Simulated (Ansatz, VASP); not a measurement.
**TiSi2 in VASP and in Ansatz**

File INCAR:

```
SYSTEM = TiSi2
PREC = Accurate
ENCUT = 520
EDIFF = 1E-6
ISMEAR = 0
SIGMA = 0.1
LREAL = .FALSE.
LASPH = .TRUE.
NELM = 60
ALGO = Normal
ISIF = 2
LWAVE = .FALSE.
LCHARG = .FALSE.
GGA = PE
IVDW = 12
NBANDS = 17
```

Contents of KPOINTS:

```
Automatic mesh
0
G
  6 6 6
  0 0 0
```

Contents of POSCAR:

```
TiSi2
1.0
   -1.4728720000      1.7121300000      4.2120830000
    1.4728720000     -1.7121300000      4.2120830000
    1.4728720000      1.7121300000     -4.2120830000
Ti Si
1 2
Direct
    0.0000000000      0.0000000000      0.0000000000
    0.3299220000      0.3299220000      0.0000000000
    0.6700780000      0.6700780000      0.0000000000
```

Input for Ansatz:

```yaml
crystal:
  lattice:
    - [-1.472872, 1.71213, 4.212083]
    - [1.472872, -1.71213, 4.212083]
    - [1.472872, 1.71213, -4.212083]
  atoms:
    - { symbol: Ti, position: [0.0, 0.0, 0.0] }
    - { symbol: Si, position: [0.329922, 0.329922, 0.0] }
    - { symbol: Si, position: [0.670078, 0.670078, 0.0] }
basis:
  ecutwfc: 420
kpoints:
  mp_grid: { grid: [6, 6, 6] }
  band_path: { path: [VBM, CBM], npoints: 5 }
hamiltonian:
  xc: pbe
  dispersion: d3bj
scf:
  occupations: { method: gaussian, width: 0.1 }
output:
  forces: true
  stress: true
  eigenvalues: true
```

Alike in both runs: task single point; functional PBE; dispersion D3(BJ); k mesh 6 × 6 × 6; occupations gaussian, width 0.1 eV; no spin polarisation.

|  | VASP | Ansatz |
| --- | --- | --- |
| version | VASP 6.6.1 | Ansatz 0.2.0 |
| potentials or method | VASP PAW PBE potentials, release 64 (Ti_sv, Si), cutoff 520 eV | scalar-relativistic, plane waves, PAW |
| valence electrons in the cell | 20 | 20 |

```csv
,VASP,Ansatz,Ansatz less VASP
gap on the k mesh at the Fermi level (eV),none,none,-
pressure (GPa),-5.8,-5.8,+0.03
"traceless stress, the component that is largest in VASP (GPa)",2.70,2.70,0.000
rms of the force components (eV/Å),0.080,0.080,-0.0003
```

Atom by atom the forces differ by 0.000 eV/Å (rms over components). A gap of «none» marks a metal or a gap that the smearing closes. Ansatz's warnings: band edges overlap.

The k mesh is coarse, so the values compare programs but aren't converged.
